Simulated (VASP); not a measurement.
**AgBr: single point with LDA**

The system is AgBr.

```
Ag Br
1.0
     0.00000    2.85308    2.85308
     2.85308    0.00000    2.85308
     2.85308    2.85308    0.00000
Ag Br
1 1
Direct
  0.00000 0.00000 0.00000
  0.50000 0.50000 0.50000
```

This cell differs from its parent crystal: functional lda, volume scaled by 0.96.

```
Program                : VASP 6.6.1
Task                   : single point
Functional             : LDA
Potentials or basis    : VASP PAW LDA potentials, release 64 (Ag, Br)
Cutoff                 : 500 eV
k mesh                 : 7 × 7 × 7
Occupations            : fermi-dirac, width 0.02 eV
Spin                   : no spin polarisation
Dipole correction      : no
Further INCAR settings : ALGO = Normal; EDIFF = 1e-06; NBANDS = 16
```

```
Pressure               : -3.4 GPa
Band gap on the k mesh : 0.49 eV, indirect (least direct gap 2.40 eV)
```

Levels at points of the mesh, in eV from the valence-band top:
```csv
k point,band 6,band 7,band 8,band 9,band 10,band 11,band 12,band 13
"(0.00, 0.00, 0.00)",-2.87,-1.92,-1.92,-1.92,0.49,9.91,9.91,9.91
```

Run time: 9.3 s on 1 thread of AMD EPYC 7R13 Processor (Zen 3) (shared host), peak memory 0.12 GiB.

 A k mesh can miss the band edges.
